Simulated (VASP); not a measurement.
# SnSe (Pnma) in VASP: notebook, part 2 of 2

VASP 6.6.1. Earlier steps stand in the parts before.

### Step 3. Single point, PBE

INCAR reads:

```
SYSTEM = SnSe
PREC = Accurate ; ENCUT = 520
EDIFF = 1E-7 ; ISMEAR = -1
SIGMA = 0.05 ; LREAL = .FALSE.
LASPH = .TRUE. ; NELM = 80
ALGO = Normal ; ISIF = 2
LWAVE = .FALSE. ; LCHARG = .FALSE.
GGA = PE ; NBANDS = 50
```

KPOINTS reads:

```
regular mesh
0
G
  3 6 6
  0 0 0
```

POSCAR reads:

```
SnSe
1.0
   11.1868733615      0.0000000000      0.0000000000
    0.0000000000      4.1044657955      0.0000000000
    0.0000000000      0.0000000000      4.3689540449
Sn Se
4 4
Direct
    0.8770000000      0.7500000000      0.9090000000
    0.6230000000      0.2500000000      0.4090000000
    0.3770000000      0.7500000000      0.5910000000
    0.1230000000      0.2500000000      0.0910000000
    0.6430000000      0.7500000000      0.9840000000
    0.8570000000      0.2500000000      0.4840000000
    0.1430000000      0.7500000000      0.5160000000
    0.3570000000      0.2500000000      0.0160000000
```

Potentials or basis: VASP PAW PBE potentials, release 64 (Sn_d, Se).

Run with:

```
cat potpaw_PBE.64/Sn_d/POTCAR potpaw_PBE.64/Se/POTCAR > POTCAR
mpirun -np 1 vasp_std > vasp.out
```

OUTCAR:

```text
SYSTEM = SnSe
   PREC = Accurate
   ENCUT = 520
   EDIFF = 1E-7
   ISMEAR = -1
   LREAL = .FALSE.
   LASPH = .TRUE.
   NELM = 80
   ISIF = 2
   GGA = PE

 ion  position               nearest neighbor table
   1  0.877  0.750  0.909-   5 2.64   6 2.78   6 2.78   6 3.25   6 3.25   4 3.52   4 3.52
   2  0.623  0.250  0.409-   6 2.64   5 2.78   5 2.78   5 3.25   5 3.25   3 3.52   3 3.52
   3  0.377  0.750  0.591-   7 2.64   8 2.78   8 2.78   8 3.25   8 3.25   2 3.52   2 3.52
   4  0.123  0.250  0.091-   8 2.64   7 2.78   7 2.78   7 3.25   7 3.25   1 3.52   1 3.52
   5  0.643  0.750  0.984-   1 2.64   2 2.78   2 2.78   2 3.25   2 3.25
   6  0.857  0.250  0.484-   2 2.64   1 2.78   1 2.78   1 3.25   1 3.25
   7  0.143  0.750  0.516-   3 2.64   4 2.78   4 2.78   4 3.25   4 3.25
   8  0.357  0.250  0.016-   4 2.64   3 2.78   3 2.78   3 3.25   3 3.25

  LATTYP: Found a simple orthorhombic cell.
 ALAT       =     4.1044657955
 B/A-ratio  =     1.0644391408
 C/A-ratio  =     2.7255369928

  Lattice vectors:

 A1 = (   0.0000000000,   4.1044657955,   0.0000000000)
 A2 = (   0.0000000000,   0.0000000000,   4.3689540449)
 A3 = (  11.1868733615,   0.0000000000,   0.0000000000)

[... 197 lines left out ...]
      1     -15.2039      2.00000
      2     -15.1826      2.00000
      3     -15.1801      2.00000
      4     -15.1792      2.00000
      5     -15.1740      2.00000
      6     -15.1725      2.00000
[... 1261 lines left out ...]
     49      11.8329      0.00000
     50      11.8714      0.00000

 [... further k-points ...]

------------------------ aborting loop because EDIFF is reached ----------------------------------------

  FORCE on cell =-STRESS in cart. coord.  units (eV):
  Direction    XX          YY          ZZ          XY          YZ          ZX
  --------------------------------------------------------------------------------------
  -------------------------------------------------------------------------------------
  Total       11.1167006      6.8277893      6.4411525      0.0000000     -0.0000000      0.0000000
  in kB       88.7858284     54.5315514     51.4435964      0.0000000     -0.0000000      0.0000000
  external PRESSURE =      64.9203254 kB  Pullay stress =       0.0000000 kB

 VOLUME and BASIS-vectors are now :
 -----------------------------------------------------------------------------
  energy-cutoff  :      520.00
  volume of cell :      200.61
      direct lattice vectors                 reciprocal lattice vectors
    11.186873362  0.000000000  0.000000000     0.089390482  0.000000000  0.000000000
     0.000000000  4.104465796  0.000000000     0.000000000  0.243637065  0.000000000
     0.000000000  0.000000000  4.368954045     0.000000000  0.000000000  0.228887736

 POSITION                                       TOTAL-FORCE (eV/Angst)
 -----------------------------------------------------------------------------------
      9.81089      3.07835      3.97138         0.712111      0.000000      0.174466
      6.96942      1.02612      1.78690        -0.712111     -0.000000      0.174466
      4.21745      3.07835      2.58205         0.712111      0.000000     -0.174466
      1.37599      1.02612      0.39757        -0.712111     -0.000000     -0.174466
      7.19316      3.07835      4.29905        -0.555438      0.000000     -0.135998
      9.58715      1.02612      2.11457         0.555438      0.000000     -0.135998
      1.59972      3.07835      2.25438        -0.555438      0.000000      0.135998
      3.99371      1.02612      0.06990         0.555438     -0.000000      0.135998
 -----------------------------------------------------------------------------------
    total drift:                               -0.000000      0.000000     -0.000000

  FREE ENERGIE OF THE ION-ELECTRON SYSTEM (eV)
  ---------------------------------------------------
  free  energy   TOTEN  =       -32.4214677811 eV

  energy  without entropy=      -32.4213380579  energy(sigma->0) =      -32.42140292
```

OSZICAR:

```text
N       E                     dE             d eps       ncg     rms          rms(c)
DAV:   1     0.889453384320E+03    0.88945E+03   -0.36809E+04  3442   0.212E+03
DAV:   2     0.122940608560E+03   -0.76651E+03   -0.74078E+03  3200   0.610E+02
DAV:   3    -0.225191192522E+02   -0.14546E+03   -0.13866E+03  3794   0.206E+02
DAV:   4    -0.327159726525E+02   -0.10197E+02   -0.99997E+01  3770   0.550E+01
DAV:   5    -0.330562096799E+02   -0.34024E+00   -0.33899E+00  3818   0.106E+01    0.718E+00
DAV:   6    -0.324424095635E+02    0.61380E+00   -0.10353E+00  4400   0.543E+00    0.453E+00
DAV:   7    -0.324282792585E+02    0.14130E-01   -0.58555E-01  4238   0.290E+00    0.138E+00
DAV:   8    -0.324208517330E+02    0.74275E-02   -0.73394E-02  4232   0.175E+00    0.351E-01
DAV:   9    -0.324213991505E+02   -0.54742E-03   -0.83967E-03  3860   0.596E-01    0.983E-02
DAV:  10    -0.324214314342E+02   -0.32284E-04   -0.73817E-04  4348   0.151E-01    0.524E-02
DAV:  11    -0.324214842801E+02   -0.52846E-04   -0.24923E-04  4168   0.918E-02    0.228E-02
DAV:  12    -0.324214672038E+02    0.17076E-04   -0.46030E-05  4146   0.397E-02    0.784E-03
DAV:  13    -0.324214677753E+02   -0.57152E-06   -0.91294E-06  4016   0.104E-02    0.231E-03
DAV:  14    -0.324214677811E+02   -0.57807E-08   -0.41535E-07  3174   0.357E-03
   1 F= -.32421468E+02 E0= -.32421403E+02  d E =-.129723E-03
```

stdout:

```text
POSCAR found type information on POSCAR SnSe
 POSCAR found :  2 types and       8 ions
 scaLAPACK will be used
 LDA part: xc-table for (Slater+PW92), standard interpolation
 POSCAR, INCAR and KPOINTS ok, starting setup
 FFT: planning ... GRIDC
 FFT: planning ... GRID_SOFT
 FFT: planning ... GRID
 WAVECAR not read
 entering main loop
```

Wall time 8.9 min (1 thread of Intel Xeon 8259CL, shared host); peak memory 0.42 GiB.

Results:

| Item | Value |
| --- | --- |
| Free energy | -32.4215 eV |
| Pressure | 6.5 GPa |
| Largest force | 0.733 eV/Å |
| Band gap on the k mesh | 0.53 eV (least direct gap 0.72 eV) |

Forces on the atoms (eV/Å):
```
Sn   0.712  0.000  0.174
Sn  -0.712  0.000  0.174
Sn   0.712  0.000 -0.174
Sn  -0.712  0.000 -0.174
Se  -0.555  0.000 -0.136
Se   0.555  0.000 -0.136
Se  -0.555  0.000  0.136
Se   0.555  0.000  0.136
```

Caveat: the cell stands under pressure; spin-orbit coupling is left out, which moves the levels of the heavy elements; an odd mesh through Γ misses points on the zone boundary, where band edges can lie.

### Step 4. Single point, PBEsol (26.14 Å³/atom)

This run uses another cell than the first one, of 26.14 Å³/atom.

INCAR reads:

```
PREC     = Accurate       # precision mode
ENCUT    = 520            # plane-wave cutoff, eV
EDIFF    = 1E-6           # SCF threshold, eV
ISMEAR   = -1             # smearing method
SIGMA    = 0.05           # smearing width, eV
LREAL    = False          # projectors in reciprocal space
LASPH    = True           # aspherical terms in the spheres
NELM     = 80             # most SCF steps
ALGO     = Normal         # electronic algorithm
ISIF     = 2              # what is computed and relaxed
LWAVE    = False          # write WAVECAR
LCHARG   = False          # write CHGCAR
GGA      = PS             # functional
NBANDS   = 50             # bands
```

KPOINTS reads:

```
Automatic mesh
0
Gamma
  3 6 6
```

Edit POSCAR of step 3 so:

```diff
@@ -2,5 +2,5 @@
 1.0
-   11.1868733615      0.0000000000      0.0000000000
-    0.0000000000      4.1044657955      0.0000000000
-    0.0000000000      0.0000000000      4.3689540449
+   11.3433533953      0.0000000000      0.0000000000
+    0.0000000000      4.1618783473      0.0000000000
+    0.0000000000      0.0000000000      4.4300662122
 Sn Se
```

Potentials or basis: VASP PAW PBE potentials, release 64 (Sn_d, Se).

Run with:

```
cat potpaw_PBE.64/Sn_d/POTCAR potpaw_PBE.64/Se/POTCAR > POTCAR
mpirun -np 1 vasp_std > vasp.out
```

OUTCAR:

```text
PREC = Accurate
   ENCUT = 520
   EDIFF = 1E-6
   ISMEAR = -1
   LREAL = False
   LASPH = True
   NELM = 80
   ISIF = 2
   GGA = PS

 ion  position               nearest neighbor table
   1  0.877  0.750  0.909-   5 2.68   6 2.82   6 2.82   4 3.57   4 3.57
   2  0.623  0.250  0.409-   6 2.68   5 2.82   5 2.82   3 3.57   3 3.57
   3  0.377  0.750  0.591-   7 2.68   8 2.82   8 2.82   2 3.57   2 3.57
   4  0.123  0.250  0.091-   8 2.68   7 2.82   7 2.82   1 3.57   1 3.57
   5  0.643  0.750  0.984-   1 2.68   2 2.82   2 2.82
   6  0.857  0.250  0.484-   2 2.68   1 2.82   1 2.82
   7  0.143  0.750  0.516-   3 2.68   4 2.82   4 2.82
   8  0.357  0.250  0.016-   4 2.68   3 2.82   3 2.82

  LATTYP: Found a simple orthorhombic cell.
 ALAT       =     4.1618783473
 B/A-ratio  =     1.0644391408
 C/A-ratio  =     2.7255369928

  Lattice vectors:

 A1 = (   0.0000000000,   4.1618783473,   0.0000000000)
 A2 = (   0.0000000000,   0.0000000000,   4.4300662122)
 A3 = (  11.3433533953,   0.0000000000,   0.0000000000)

Analysis of symmetry for initial positions (statically):
[... 195 lines left out ...]
      1     -15.6927      2.00000
      2     -15.6776      2.00000
      3     -15.6750      2.00000
      4     -15.6749      2.00000
      5     -15.6707      2.00000
      6     -15.6690      2.00000
[... 1261 lines left out ...]
     49      10.9757      0.00000
     50      11.0213      0.00000

 [... further k-points ...]

------------------------ aborting loop because EDIFF is reached ----------------------------------------

  FORCE on cell =-STRESS in cart. coord.  units (eV):
  Direction    XX          YY          ZZ          XY          YZ          ZX
  --------------------------------------------------------------------------------------
  -------------------------------------------------------------------------------------
  Total        3.3228360     -0.3267747     -0.6388573      0.0000000      0.0000000      0.0000000
  in kB       25.4553120     -2.5033291     -4.8941064      0.0000000      0.0000000      0.0000000
  external PRESSURE =       6.0192922 kB  Pullay stress =       0.0000000 kB

 VOLUME and BASIS-vectors are now :
 -----------------------------------------------------------------------------
  energy-cutoff  :      520.00
  volume of cell :      209.14
      direct lattice vectors                 reciprocal lattice vectors
    11.343353395  0.000000000  0.000000000     0.088157352  0.000000000  0.000000000
     0.000000000  4.161878347  0.000000000     0.000000000  0.240276125  0.000000000
     0.000000000  0.000000000  4.430066212     0.000000000  0.000000000  0.225730260

 POSITION                                       TOTAL-FORCE (eV/Angst)
 -----------------------------------------------------------------------------------
      9.94812      3.12141      4.02693         0.361332      0.000000      0.001927
      7.06691      1.04047      1.81190        -0.361332     -0.000000      0.001927
      4.27644      3.12141      2.61817         0.361332     -0.000000     -0.001927
      1.39523      1.04047      0.40314        -0.361332     -0.000000     -0.001927
      7.29378      3.12141      4.35919        -0.299724     -0.000000      0.009593
      9.72125      1.04047      2.14415         0.299724      0.000000      0.009593
      1.62210      3.12141      2.28591        -0.299724     -0.000000     -0.009593
      4.04958      1.04047      0.07088         0.299724     -0.000000     -0.009593
 -----------------------------------------------------------------------------------
    total drift:                                0.000000      0.000000      0.000000

  FREE ENERGIE OF THE ION-ELECTRON SYSTEM (eV)
  ---------------------------------------------------
  free  energy   TOTEN  =       -35.8697238081 eV

  energy  without entropy=      -35.8695267233  energy(sigma->0) =      -35.86962527
```

OSZICAR:

```text
N       E                     dE             d eps       ncg     rms          rms(c)
DAV:   1     0.878196601924E+03    0.87820E+03   -0.36657E+04  3386   0.209E+03
DAV:   2     0.119417966546E+03   -0.75878E+03   -0.73395E+03  3208   0.595E+02
DAV:   3    -0.257305973699E+02   -0.14515E+03   -0.13797E+03  3750   0.206E+02
DAV:   4    -0.361579500723E+02   -0.10427E+02   -0.10217E+02  3732   0.553E+01
DAV:   5    -0.365364820162E+02   -0.37853E+00   -0.37709E+00  3700   0.110E+01    0.664E+00
DAV:   6    -0.359035982777E+02    0.63288E+00   -0.10500E+00  4472   0.587E+00    0.412E+00
DAV:   7    -0.358787321963E+02    0.24866E-01   -0.53657E-01  4312   0.290E+00    0.129E+00
DAV:   8    -0.358698974583E+02    0.88347E-02   -0.69292E-02  4242   0.168E+00    0.335E-01
DAV:   9    -0.358697651436E+02    0.13231E-03   -0.84821E-03  3978   0.591E-01    0.975E-02
DAV:  10    -0.358697077758E+02    0.57368E-04   -0.78430E-04  4394   0.180E-01    0.490E-02
DAV:  11    -0.358697440027E+02   -0.36227E-04   -0.27447E-04  4264   0.874E-02    0.236E-02
DAV:  12    -0.358697230817E+02    0.20921E-04   -0.58704E-05  4156   0.461E-02    0.710E-03
DAV:  13    -0.358697238081E+02   -0.72638E-06   -0.92463E-06  2930   0.104E-02
   1 F= -.35869724E+02 E0= -.35869625E+02  d E =-.197085E-03
```

It took 2.2 min on 1 thread of Intel Xeon 6975P-C (Granite Rapids), shared host; peak memory 0.43 GiB.

What came out:

```yaml
Free_energy: -35.8697 eV
Pressure: 0.6 GPa
Largest_force: 0.361 eV/Å
Band_gap_on_the_k_mesh: 0.47 eV (least direct gap 0.66 eV)
```

Forces in eV/Å, atoms in the order of the input:
```
Sn   0.361  0.000  0.002
Sn  -0.361  0.000  0.002
Sn   0.361  0.000 -0.002
Sn  -0.361  0.000 -0.002
Se  -0.300  0.000  0.010
Se   0.300  0.000  0.010
Se  -0.300  0.000 -0.010
Se   0.300  0.000 -0.010
```

Levels at points of the mesh, in eV from the valence-band top:
| k point | band 36 | band 37 | band 38 | band 39 | band 40 | band 41 | band 42 | band 43 | band 44 | band 45 |
| --- | --- | --- | --- | --- | --- | --- | --- | --- | --- | --- |
| (0.00, 0.00, 0.00) | -1.91 | -1.62 | -1.23 | -0.82 | -0.59 | 0.69 | 2.90 | 2.90 | 2.91 | 3.28 |
| (0.00, 0.50, 0.00) | -1.80 | -1.08 | -1.08 | -0.78 | -0.78 | 0.80 | 0.80 | 1.38 | 1.38 | 1.56 |
| (0.00, 0.00, 0.50) | -1.55 | -0.85 | -0.85 | -0.35 | -0.35 | 1.19 | 1.19 | 1.51 | 1.51 | 1.63 |
| (0.00, 0.50, 0.50) | -3.32 | -2.34 | -2.34 | -1.59 | -1.59 | 2.83 | 2.83 | 3.09 | 3.09 | 4.78 |

Caveat: the PAW data sets were made with another functional, which shifts forces and pressure a little; spin-orbit coupling is left out, which moves the levels of the heavy elements; an odd mesh through Γ misses points on the zone boundary, where band edges can lie.

### Step 5. Single point, PBEsol (27.21 Å³/atom)

This run uses another cell than the first one, of 27.21 Å³/atom.

INCAR reads:

```
  PREC = Accurate
  ENCUT = 520
  EDIFF = 1E-7
  ISMEAR = -1
  SIGMA = 0.05
  LREAL = False
  LASPH = True
  NELM = 60
  ALGO = Normal
  ISIF = 2
  LWAVE = False
  LCHARG = True
  GGA = PS
  LELF = True
  LVHAR = True
  NBANDS = 50
```

KPOINTS reads:

```
regular mesh
0
Gamma
  3 6 6
```

Edit POSCAR of step 4 so:

```diff
@@ -2,5 +2,5 @@
 1.0
-   11.3433533953      0.0000000000      0.0000000000
-    0.0000000000      4.1618783473      0.0000000000
-    0.0000000000      0.0000000000      4.4300662122
+   11.4956313432      0.0000000000      0.0000000000
+    0.0000000000      4.2177491531      0.0000000000
+    0.0000000000      0.0000000000      4.4895372846
 Sn Se
```

Run with:

```
cat potpaw_PBE.64/Sn_d/POTCAR potpaw_PBE.64/Se/POTCAR > POTCAR
mpirun -np 1 vasp_std > vasp.out
```

Run time: 2.5 min. Hardware: 1 thread of Intel Xeon 6975P-C (Granite Rapids), shared host; peak memory 0.46 GiB.

The run converged. Its results:

```yaml
Free_energy: -35.8455 eV
Pressure: -1.5 GPa
Largest_force: 0.171 eV/Å
Band_gap_on_the_k_mesh: 0.49 eV (least direct gap 0.67 eV)
```

Forces in eV/Å, atoms in the order of the input:
```
Sn   0.133  0.000 -0.107
Sn  -0.133  0.000 -0.107
Sn   0.133  0.000  0.107
Sn  -0.133  0.000  0.107
Se  -0.132  0.000  0.101
Se   0.132  0.000  0.101
Se  -0.132  0.000 -0.101
Se   0.132  0.000 -0.101
```

Stress tensor (GPa, compression positive):
```
 0.12  0.00  0.00
 0.00 -2.23  0.00
 0.00  0.00 -2.42
```

Levels at points of the mesh, in eV from the valence-band top:
| k point | band 38 | band 39 | band 40 | band 41 | band 42 | band 43 |
| --- | --- | --- | --- | --- | --- | --- |
| (0.00, 0.00, 0.00) | -1.17 | -0.74 | -0.54 | 0.77 | 2.89 | 3.00 |
| (0.00, 0.50, 0.00) | -1.01 | -0.74 | -0.74 | 0.88 | 0.88 | 1.30 |
| (0.00, 0.00, 0.50) | -0.78 | -0.33 | -0.33 | 1.21 | 1.21 | 1.56 |
| (0.00, 0.50, 0.50) | -2.19 | -1.47 | -1.47 | 2.81 | 2.81 | 3.06 |

Caveat: the PAW data sets were made with another functional, which shifts forces and pressure a little; spin-orbit coupling is left out, which moves the levels of the heavy elements; an odd mesh through Γ misses points on the zone boundary, where band edges can lie.

### Step 6. Summary

```csv
level,cell,gap on the mesh (eV),pressure (GPa),largest force (eV/Å)
PBE+D3(BJ),"a = 11.187, b = 4.104, c = 4.369 Å, 8 atoms",0.53,4.0,0.74
PBE,"a = 11.187, b = 4.104, c = 4.369 Å, 8 atoms",0.53,6.5,0.73
PBEsol,"a = 11.343, b = 4.162, c = 4.430 Å, 8 atoms",0.47,0.6,0.36
PBEsol,"a = 11.496, b = 4.218, c = 4.490 Å, 8 atoms",0.49,-1.5,0.17
```

Alike in all rows: task single point; potentials or basis VASP PAW PBE potentials, release 64 (Sn_d, Se); no spin polarisation; k mesh 3 × 6 × 6; cutoff (eV) 520; smearing fermi-dirac 0.05 eV.

Caveats: spin-orbit coupling is left out, which moves the levels of the heavy elements; an odd mesh through Γ misses points on the zone boundary, where band edges can lie; the cell stands under pressure (at least some runs); the PAW data sets were made with another functional, which shifts forces and pressure a little (at least some runs).

Absolute energies hang on the potentials; compare differences alone.
